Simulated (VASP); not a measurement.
Wanted: the native input for a VASP 6.6.1 run.

```yaml
Task: electric field gradients
Functional: PBE
Potentials_or_basis: VASP PAW PBE potentials, release 64 (In_d, Se)
Cutoff: 520 eV
k_mesh: 7 × 7 × 7
Occupations: fermi-dirac, width 0.01 eV
Spin: no spin polarisation
Dipole_correction: no
Further_INCAR_settings: ALGO = Normal; EDIFF = 1e-08; NBANDS = 27
```

The structure of InSe lies in POSCAR:

```
InSe
1.0
    1.9999996503      1.1547003365      8.0671699000
   -1.9999996503      1.1547003365      8.0671699000
    0.0000000000     -2.3094006730      8.0671699000
In Se
2 2
Direct
    0.0000000000      0.0000000000      0.0000000000
    0.1122000000      0.1122000000      0.1122000000
    0.6155000000      0.6155000000      0.6155000000
    0.8300000000      0.8300000000      0.8300000000
```

This cell differs from its parent crystal: zz strain of -3 %.

One way to write it, as run:

INCAR

```
SYSTEM = InSe
PREC = Accurate
ENCUT = 520
EDIFF = 1E-8
ISMEAR = -1
SIGMA = 0.01
LREAL = .FALSE.
LASPH = .TRUE.
NELM = 100
ALGO = Normal
ISIF = 2
LWAVE = .FALSE.
LCHARG = .FALSE.
GGA = PE
LEFG = .TRUE.
NBANDS = 27
```

KPOINTS

```
regular mesh
0
G
  7 7 7
  0 0 0
```

Potentials or basis: VASP PAW PBE potentials, release 64 (In_d, Se).

The run is started by

```console
$ cat potpaw_PBE.64/In_d/POTCAR potpaw_PBE.64/Se/POTCAR > POTCAR
$ mpirun -np 1 vasp_std > vasp.out
```

Results of the run:

* Pressure: 4.8 GPa
* Largest force: 0.410 eV/Å
* Band gap on the k mesh: 0.70 eV
* Largest electric field gradient by atom: In -119.1, -119.6; Se -74.5, -80.0 V/Å²

Caveat: the cell differs from its parent crystal (zz strain of -3 %); the cell stands under pressure; without QUAD_EFG the Cq values of the log hold for a quadrupole moment of 1 mb, not for the nuclei; spin-orbit coupling is left out, which moves the levels of the heavy elements; an odd mesh through Γ misses points on the zone boundary, where band edges can lie.

Wall time 5.5 min on 1 thread of Intel(R) Xeon(R) Platinum 8488C (Sapphire Rapids) (shared host), peak memory 0.59 GiB.
